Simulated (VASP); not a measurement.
# Li27H26F (a cell with a defect) in VASP: single point with PBE

Aim: the single point of Li27H26F (a cell with a defect) with PBE.

All numbers are computed with VASP 6.6.1; they aren't measurements. Logs are shortened: lines on timing, memory, paths and dates and some standing lists are left out, and cuts for length are marked.

## 1. The cell of the first run

The cell holds a defect, 54 atoms: a = 8.522 Å, b = 8.522 Å, c = 8.522 Å, α = 60.00°, β = 60.00°, γ = 60.00°.

## 2. Single point, PBE

Input file INCAR:

```
  PREC = Accurate
  ENCUT = 520
  EDIFF = 1E-6
  ISMEAR = -1
  SIGMA = 0.01
  LREAL = Auto
  LASPH = True
  NELM = 60
  ALGO = Normal
  ISIF = 2
  LWAVE = False
  LCHARG = False
  GGA = PE
  NBANDS = 90
```

Input file KPOINTS:

```
Automatic mesh
0
Gamma
  3 3 3
```

Input file POSCAR:

```
Li27H26F
1.0
    0.0000000000      6.0258581757      6.0258581757
    6.0258581757      0.0000000000      6.0258581757
    6.0258581757      6.0258581757      0.0000000000
Li F H
27 1 26
Direct
    0.0000000000      0.0000000000      0.0000000000
    0.0000000000      0.0000000000      0.3333333333
    0.0000000000      0.0000000000      0.6666666667
    0.0000000000      0.3333333333      0.0000000000
    0.0000000000      0.3333333333      0.3333333333
    0.0000000000      0.3333333333      0.6666666667
    0.0000000000      0.6666666667      0.0000000000
    0.0000000000      0.6666666667      0.3333333333
    0.0000000000      0.6666666667      0.6666666667
    0.3333333333      0.0000000000      0.0000000000
    0.3333333333      0.0000000000      0.3333333333
    0.3333333333      0.0000000000      0.6666666667
    0.3333333333      0.3333333333      0.0000000000
    0.3333333333      0.3333333333      0.3333333333
    0.3333333333      0.3333333333      0.6666666667
    0.3333333333      0.6666666667      0.0000000000
    0.3333333333      0.6666666667      0.3333333333
    0.3333333333      0.6666666667      0.6666666667
    0.6666666667      0.0000000000      0.0000000000
    0.6666666667      0.0000000000      0.3333333333
    0.6666666667      0.0000000000      0.6666666667
    0.6666666667      0.3333333333      0.0000000000
    0.6666666667      0.3333333333      0.3333333333
    0.6666666667      0.3333333333      0.6666666667
    0.6666666667      0.6666666667      0.0000000000
    0.6666666667      0.6666666667      0.3333333333
    0.6666666667      0.6666666667      0.6666666667
    0.1666666667      0.1666666667      0.1666666667
    0.1666666667      0.1666666667      0.5000000000
    0.1666666667      0.1666666667      0.8333333333
    0.1666666667      0.5000000000      0.1666666667
    0.1666666667      0.5000000000      0.5000000000
    0.1666666667      0.5000000000      0.8333333333
    0.1666666667      0.8333333333      0.1666666667
    0.1666666667      0.8333333333      0.5000000000
    0.1666666667      0.8333333333      0.8333333333
    0.5000000000      0.1666666667      0.1666666667
    0.5000000000      0.1666666667      0.5000000000
    0.5000000000      0.1666666667      0.8333333333
    0.5000000000      0.5000000000      0.1666666667
    0.5000000000      0.5000000000      0.5000000000
    0.5000000000      0.5000000000      0.8333333333
    0.5000000000      0.8333333333      0.1666666667
    0.5000000000      0.8333333333      0.5000000000
    0.5000000000      0.8333333333      0.8333333333
    0.8333333333      0.1666666667      0.1666666667
    0.8333333333      0.1666666667      0.5000000000
    0.8333333333      0.1666666667      0.8333333333
    0.8333333333      0.5000000000      0.1666666667
    0.8333333333      0.5000000000      0.5000000000
    0.8333333333      0.5000000000      0.8333333333
    0.8333333333      0.8333333333      0.1666666667
    0.8333333333      0.8333333333      0.5000000000
    0.8333333333      0.8333333333      0.8333333333
```

Potentials or basis: VASP PAW PBE potentials, release 64 (Li_sv, F, H).

Command:

```
cat potpaw_PBE.64/Li_sv/POTCAR potpaw_PBE.64/F/POTCAR potpaw_PBE.64/H/POTCAR > POTCAR
mpirun -np 1 vasp_std > vasp.out
```

OUTCAR:

```text
PREC = Accurate
   ENCUT = 520
   EDIFF = 1E-6
   ISMEAR = -1
   LREAL = Auto
   LASPH = True
   NELM = 60
   ISIF = 2
   GGA = PE

 ion  position               nearest neighbor table
   1  0.000  0.000  0.000-
   2  0.000  0.000  0.333-  28 2.01
   3  0.000  0.000  0.667-
   4  0.000  0.333  0.000-  28 2.01
   5  0.000  0.333  0.333-  28 2.01
   6  0.000  0.333  0.667-
   7  0.000  0.667  0.000-
   8  0.000  0.667  0.333-
   9  0.000  0.667  0.667-
  10  0.333  0.000  0.000-  28 2.01
  11  0.333  0.000  0.333-  28 2.01
  12  0.333  0.000  0.667-
  13  0.333  0.333  0.000-  28 2.01
  14  0.333  0.333  0.333-
  15  0.333  0.333  0.667-
  16  0.333  0.667  0.000-
  17  0.333  0.667  0.333-
  18  0.333  0.667  0.667-
  19  0.667  0.000  0.000-
  20  0.667  0.000  0.333-
  21  0.667  0.000  0.667-
  22  0.667  0.333  0.000-
  23  0.667  0.333  0.333-
  24  0.667  0.333  0.667-
  25  0.667  0.667  0.000-
  26  0.667  0.667  0.333-
  27  0.667  0.667  0.667-
  28  0.167  0.167  0.167-   5 2.01  11 2.01  13 2.01  10 2.01   4 2.01   2 2.01
  29  0.167  0.167  0.500-
  30  0.167  0.167  0.833-
  31  0.167  0.500  0.167-
  32  0.167  0.500  0.500-
  33  0.167  0.500  0.833-
  34  0.167  0.833  0.167-
[... 18 lines left out ...]
  53  0.833  0.833  0.500-
  54  0.833  0.833  0.833-

  LATTYP: Found a face centered cubic cell.
 ALAT       =    12.0517163514

  Lattice vectors:

 A1 = (   0.0000000000,   6.0258581757,   6.0258581757)
 A2 = (   6.0258581757,   0.0000000000,   6.0258581757)
 A3 = (   6.0258581757,   6.0258581757,   0.0000000000)

Analysis of symmetry for initial positions (statically):
=====================================================================
 Subroutine PRICEL returns:
 Original cell was already a primitive cell.

 Routine SETGRP: Setting up the symmetry group for a
 face centered cubic supercell.

 Subroutine GETGRP returns: Found 48 space group operations
 (whereof  6 operations were pure point group operations)
 out of a pool of 48 trial point group operations.

The static configuration has the point symmetry C_3v.
 The point group associated with its full space group is O_h .

Analysis of symmetry for dynamics (positions and initial velocities):
=====================================================================
 Subroutine PRICEL returns:
 Original cell was already a primitive cell.

 Routine SETGRP: Setting up the symmetry group for a
 face centered cubic supercell.

 Subroutine GETGRP returns: Found 48 space group operations
 (whereof  6 operations were pure point group operations)
 out of a pool of 48 trial point group operations.

The dynamic configuration has the point symmetry C_3v.
 The point group associated with its full space group is O_h .

 Subroutine INISYM returns: Found 48 space group operations
 (whereof  6 operations are pure point group operations),
 and found     1 'primitive' translations

----------------------------------------------------------------------------------------

                                     Primitive cell

  volume of cell :     437.6095

  direct lattice vectors                    reciprocal lattice vectors
     0.000000000  6.025858176  6.025858176    -0.082975733  0.082975733  0.082975733
     6.025858176  0.000000000  6.025858176     0.082975733 -0.082975733  0.082975733
     6.025858176  6.025858176  0.000000000     0.082975733  0.082975733 -0.082975733

  length of vectors
     8.521850357  8.521850357  8.521850357     0.143718186  0.143718186  0.143718186

  position of ions in fractional coordinates (direct lattice)
     0.000000000  0.000000000  0.000000000
     0.000000000  0.000000000  0.333333333
     0.000000000  0.000000000  0.666666667
     0.000000000  0.333333333  0.000000000
     0.000000000  0.333333333  0.333333333
     0.000000000  0.333333333  0.666666667
[... 46 lines left out ...]
     0.833333333  0.833333333  0.500000000
     0.833333333  0.833333333  0.833333333

  ion indices of the primitive-cell ions
   primitive index   ion index
                 1           1
                 2           2
                 3           3
                 4           4
                 5           5
                 6           6
[... 46 lines left out ...]
                53          53
                54          54

----------------------------------------------------------------------------------------

 KPOINTS: Automatic mesh

Automatic generation of k-mesh.
 Grid dimensions read from file:
 generate k-points for:    3    3    3

 Generating k-lattice:

  Cartesian coordinates                     Fractional coordinates (reciprocal lattice)
    -0.027658578  0.027658578  0.027658578     0.333333333  0.000000000  0.000000000
     0.027658578 -0.027658578  0.027658578     0.000000000  0.333333333  0.000000000
     0.027658578  0.027658578 -0.027658578     0.000000000  0.000000000  0.333333333

  Length of vectors
     0.047906062  0.047906062  0.047906062

  Shift w.r.t. Gamma in fractional coordinates (k-lattice)
     0.000000000  0.000000000  0.000000000

 Subroutine IBZKPT returns following result:
 ===========================================

 Found      4 irreducible k-points:

 Following reciprocal coordinates:
            Coordinates               Weight
  0.000000  0.000000  0.000000      1.000000
  0.333333  0.000000  0.000000      8.000000
  0.333333  0.333333  0.000000      6.000000
 -0.333333  0.333333  0.000000     12.000000
   k-points           NKPTS =      4   k-points in BZ     NKDIM =      4   number of bands    NBANDS=     90
   number of dos      NEDOS =    301   number of ions     NIONS =     54
   total plane-waves  NPLWV = 262144
   dimension x,y,z NGX =    64 NGY =   64 NGZ =   64
   dimension x,y,z NGXF=   128 NGYF=  128 NGZF=  128
   ions per type =              27   1  26
   NGX,Y,Z   is equivalent  to a cutoff of  12.49, 12.49, 12.49 a.u.
   NGXF,Y,Z  is equivalent  to a cutoff of  24.97, 24.97, 24.97 a.u.
 SYSTEM =  unknown system
   PREC   = accura    normal or accurate (medium, high low for compatibility)
   ISTART =      0    job   : 0-new  1-cont  2-samecut
   ICHARG =      2    charge: 1-file 2-atom 10-const
   ISPIN  =      1    spin polarized calculation?
   LNONCOLLINEAR =      F non collinear calculations
   LSORBIT =      F    spin-orbit coupling
   LASPH  =      T    aspherical Exc in radial PAW
   ENCUT  =  520.0 eV  38.22 Ry    6.18 a.u.  15.84 15.84 15.84*2*pi/ulx,y,z
   NELM   =     60;   NELMIN=  2; NELMDL= -5     # of ELM steps
   EDIFF  = 0.1E-05   stopping-criterion for ELM
   LREAL  =      T    real-space projection
   EDIFFG = 0.1E-04   stopping-criterion for IOM
   NSW    =      0    number of steps for IOM
   IBRION =     -1    ionic relax: 0-MD 1-quasi-New 2-CG
   NFREE  =      0    steps in history (QN), initial steepest desc. (CG)
   ISIF   =      2    stress and relaxation
   ISYM   =      2    0-nonsym 1-usesym 2-fastsym
   POTIM  = 0.5000    time-step for ionic-motion
   TEBEG  =    0.0;   TEEND  =   0.0 temperature during run
   PSTRESS=    0.0 pullay stress
   NELECT =     114.0000    total number of electrons
   NUPDOWN=      -1.0000    fix difference up-down
   EMIN   =  10.00;   EMAX   =-10.00  energy-range for DOS
   EFERMI =   0.00;   METHOD = LEGACY
   ISMEAR =    -1;   SIGMA  =   0.01  broadening in eV -4-tet -1-fermi 0-gaus
   EFERMI_NEDOS =   21; number of points for ismear=-14 and -15
   IALGO  =     38    algorithm
   IMIX   =      4    mixing-type and parameters
     AMIX     =   0.40;   BMIX     =  1.00
     AMIX_MAG =   1.60;   BMIX_MAG =  1.00
  volume/ion in A,a.u.               =       8.10        54.69
  Fermi-wavevector in a.u.,A,eV,Ry     =   1.045557  1.975815 14.873734  1.093189
  Thomas-Fermi vector in A             =   2.180357
   LORBIT       =      0    0 simple, 1 ext, 2 COOP (PROOUT), +10 PAW based schemes
   GGA     = PE    functional components
   LHFCALC =     F    Hartree Fock is set to
   AEXX    =    0.0000 exact exchange contribution
   IVDW    =     0    specifies the selected vdW correction
   LEPSILON=     F    determine dielectric tensor
   LRPA    =     F    only Hartree local field effects (RPA)
 non-spin polarized calculation
  energy-cutoff  :      520.00
  volume of cell :      437.61
 maximum number of plane-waves:     11806
   NGX = 31   NGY = 31   NGZ = 31

 number of electron     113.9999999 magnetization

 Free energy of the ion-electron system (eV)
  ---------------------------------------------------
  ext. energy  EPLUGINS =         0.00000000
  ---------------------------------------------------
  free energy    TOTEN  =      -168.79294639 eV

  energy without entropy =     -168.79294639  energy(sigma->0) =     -168.79294639

 E-fermi :   0.3495     XC(G=0):  -8.5461

 val. band max:        0.0295328488   @ k =  -0.3333   0.3333   0.0000
 cond. band min:       3.5304327426   @ k =  -0.3333   0.3333   0.0000
 fundamental gap:      3.5008998938
 Fermi energy:         0.3494570371

 k-point     1 :       0.0000    0.0000    0.0000
  band No.  band energies     occupation
      1     -44.1914      2.00000
      2     -44.1713      2.00000
      3     -44.1713      2.00000
      4     -44.1713      2.00000
      5     -44.1626      2.00000
      6     -44.1626      2.00000
[... 61 lines left out ...]
     68       5.6279      0.00000
     69       5.6280      0.00000

 k-point     2 :       0.3333    0.0000    0.0000
  band No.  band energies     occupation
      1     -44.1905      2.00000
      2     -44.1724      2.00000
      3     -44.1711      2.00000
      4     -44.1711      2.00000
      5     -44.1628      2.00000
      6     -44.1628      2.00000
[... 61 lines left out ...]
     68       5.6975      0.00000
     69       5.6976      0.00000

 k-point     3 :       0.3333    0.3333    0.0000
  band No.  band energies     occupation
      1     -44.1902      2.00000
      2     -44.1718      2.00000
      3     -44.1715      2.00000
      4     -44.1715      2.00000
      5     -44.1634      2.00000
      6     -44.1625      2.00000
[... 61 lines left out ...]
     68       5.9185      0.00000
     69       6.1022      0.00000

 k-point     4 :      -0.3333    0.3333    0.0000
  band No.  band energies     occupation
      1     -44.1899      2.00000
      2     -44.1721      2.00000
      3     -44.1718      2.00000
      4     -44.1712      2.00000
      5     -44.1633      2.00000
      6     -44.1628      2.00000
[... 61 lines left out ...]
     68       5.6419      0.00000
     69       5.6618      0.00000
 [bands above 69 left out]

------------------------ aborting loop because EDIFF is reached ----------------------------------------

  FORCE on cell =-STRESS in cart. coord.  units (eV):
  Direction    XX          YY          ZZ          XY          YZ          ZX
  --------------------------------------------------------------------------------------
  -------------------------------------------------------------------------------------
  Total       -1.0338441     -1.0338441     -1.0338441      0.0000000     -0.0000000      0.0000000
  in kB       -3.7851138     -3.7851138     -3.7851138      0.0000000     -0.0000000      0.0000000
  external PRESSURE =      -3.7851138 kB  Pullay stress =       0.0000000 kB

 VOLUME and BASIS-vectors are now :
 -----------------------------------------------------------------------------
  energy-cutoff  :      520.00
  volume of cell :      437.61
      direct lattice vectors                 reciprocal lattice vectors
     0.000000000  6.025858176  6.025858176    -0.082975733  0.082975733  0.082975733
     6.025858176  0.000000000  6.025858176     0.082975733 -0.082975733  0.082975733
     6.025858176  6.025858176  0.000000000     0.082975733  0.082975733 -0.082975733

 POSITION                                       TOTAL-FORCE (eV/Angst)
 -----------------------------------------------------------------------------------
      0.00000      0.00000      0.00000        -0.012221     -0.012221     -0.012221
      2.00862      2.00862      0.00000        -0.000000     -0.000000      0.021154
      4.01724      4.01724      0.00000         0.012221      0.012221     -0.012221
      2.00862      0.00000      2.00862        -0.000000      0.021154     -0.000000
      4.01724      2.00862      2.00862        -0.021154     -0.000000     -0.000000
      6.02586      4.01724      2.00862        -0.004463      0.004463     -0.000000
[... 46 lines left out ...]
      8.03448      8.03448     10.04310        -0.000000     -0.000000      0.003130
     10.04310     10.04310     10.04310         0.000639      0.000639      0.000639
 -----------------------------------------------------------------------------------
    total drift:                                0.000002      0.000002      0.000002

  FREE ENERGIE OF THE ION-ELECTRON SYSTEM (eV)
  ---------------------------------------------------
  free  energy   TOTEN  =      -168.7929463926 eV

  energy  without entropy=     -168.7929463926  energy(sigma->0) =     -168.79294639
```

Run time: 14 min. Hardware: 1 thread of Intel Xeon 8259CL, shared host; peak memory 0.58 GiB.

Results:

```
Free energy            : -168.7929 eV
Largest force          : 0.033 eV/Å
Band gap on the k mesh : 3.50 eV
```

Forces on the atoms (eV/Å):
```
Li  -0.012 -0.012 -0.012
Li   0.000  0.000  0.021
Li   0.012  0.012 -0.012
Li   0.000  0.021  0.000
Li  -0.021  0.000  0.000
Li  -0.004  0.004  0.000
Li   0.012 -0.012  0.012
Li  -0.004  0.000  0.004
Li   0.000  0.004  0.004
Li   0.021  0.000  0.000
Li   0.000 -0.021  0.000
Li   0.004 -0.004  0.000
Li   0.000  0.000 -0.021
Li   0.012  0.012  0.012
Li  -0.012 -0.012  0.012
Li   0.004  0.000 -0.004
Li  -0.012  0.012 -0.012
Li   0.000 -0.004 -0.004
Li  -0.012  0.012  0.012
Li   0.000 -0.004  0.004
Li   0.004  0.000  0.004
Li   0.000  0.004 -0.004
Li   0.012 -0.012 -0.012
Li  -0.004  0.000 -0.004
Li   0.004  0.004  0.000
Li  -0.004 -0.004  0.000
Li   0.000  0.000  0.000
F    0.000  0.000  0.000
H    0.023  0.023  0.000
H   -0.023 -0.023  0.000
H    0.023  0.000  0.023
H   -0.001  0.001  0.001
H    0.000 -0.023  0.023
H   -0.023  0.000 -0.023
H    0.000  0.023 -0.023
H    0.001 -0.001 -0.001
H    0.000  0.023  0.023
H    0.001 -0.001  0.001
H   -0.023  0.000  0.023
H    0.001  0.001 -0.001
H   -0.001 -0.001 -0.001
H    0.000  0.000 -0.003
H   -0.023  0.023  0.000
H    0.000 -0.003  0.000
H    0.003  0.000  0.000
H    0.000 -0.023 -0.023
H    0.023  0.000 -0.023
H   -0.001  0.001 -0.001
H    0.023 -0.023  0.000
H   -0.003  0.000  0.000
H    0.000  0.003  0.000
H   -0.001 -0.001  0.001
H    0.000  0.000  0.003
H    0.001  0.001  0.001
```

Caveat: the cutoff is under 1.25 times the usual one of these potentials, so pressure, stress and relaxed cells hold a basis-set (Pulay) error.
